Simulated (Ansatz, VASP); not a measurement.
## BN in VASP and in Ansatz

File INCAR:

```
SYSTEM = BN
ALGO = Normal ; EDIFF = 1E-6
ENCUT = 520 ; GGA = PS
ISIF = 2 ; ISMEAR = -1
LASPH = .TRUE. ; LCHARG = .FALSE.
LREAL = .FALSE. ; LWAVE = .FALSE.
NBANDS = 16 ; NELM = 80
PREC = Accurate ; SIGMA = 0.02
```

Contents of KPOINTS:

```
k-points
0
G
  11 11 4
  0 0 0
```

Contents of POSCAR:

```
BN
1.0
    2.5791114554      0.0000000000      0.0000000000
   -1.2895557278      2.2335760396      0.0000000000
    0.0000000000      0.0000000000      6.6612000000
B N
2 2
Direct
    0.3333333333      0.6666666667      0.2500000000
    0.6666666667      0.3333333333      0.7500000000
    0.3333333333      0.6666666667      0.7500000000
    0.6666666667      0.3333333333      0.2500000000
```

Input for Ansatz:

```yaml
crystal:
  lattice:
    - [2.5791114554, 0.0, 0.0]
    - [-1.2895557278, 2.2335760396, 0.0]
    - [0.0, 0.0, 6.6612]
  atoms:
    - { symbol: B, position: [0.3333333333, 0.6666666667, 0.25] }
    - { symbol: B, position: [0.6666666667, 0.3333333333, 0.75] }
    - { symbol: "N", position: [0.3333333333, 0.6666666667, 0.75] }
    - { symbol: "N", position: [0.6666666667, 0.3333333333, 0.25] }
kpoints:
  mp_grid: { grid: [11, 11, 4] }
  band_path:
    path:
      - [0.0, 0.0, 0.0]
      - [0.5, 0.0, 0.0]
      - [0.3333333333, 0.3333333333, 0.0]
      - [0.0, 0.0, 0.0]
      - [0.0, 0.0, 0.5]
      - [0.5, 0.0, 0.5]
      - [0.3333333333, 0.3333333333, 0.5]
      - [0.0, 0.0, 0.5]
      - [0.5, 0.0, 0.5]
    npoints: 5
scf:
  occupations: { method: fermi_dirac, width: 0.02 }
hamiltonian:
  xc: pbesol
  pseudopotentials: { kind: all_electron, lapw: { basis_error: 0.001 } }
output:
  forces: true
  stress: true
  eigenvalues: true
```

Change from the starting cell: equal xx and yy strain of +3 %.

Alike in both runs: task single point; functional PBEsol; k mesh 11 × 11 × 4; occupations fermi-dirac, width 0.02 eV; no spin polarisation.

|  | VASP | Ansatz |
| --- | --- | --- |
| version | VASP 6.6.1 | Ansatz 0.2.0 |
| potentials or method | VASP PAW PBE potentials, release 64 (B, N), cutoff 520 eV | all-electron LAPW, scalar-relativistic |

VASP gave:

* gap on the k mesh at the Fermi level (eV): 4.08
* pressure (GPa): -18.1
* traceless stress, the component that is largest in VASP (GPa): 18.59

What did Ansatz give for the same quantities?

gap on the k mesh at the Fermi level (eV): 4.08; pressure (GPa): -18.3; traceless stress, the component that is largest in VASP (GPa): 18.99.

VASP's potentials were made for PBE, not for PBEsol. Ansatz ran all-electron here, and VASP with PAW potentials.
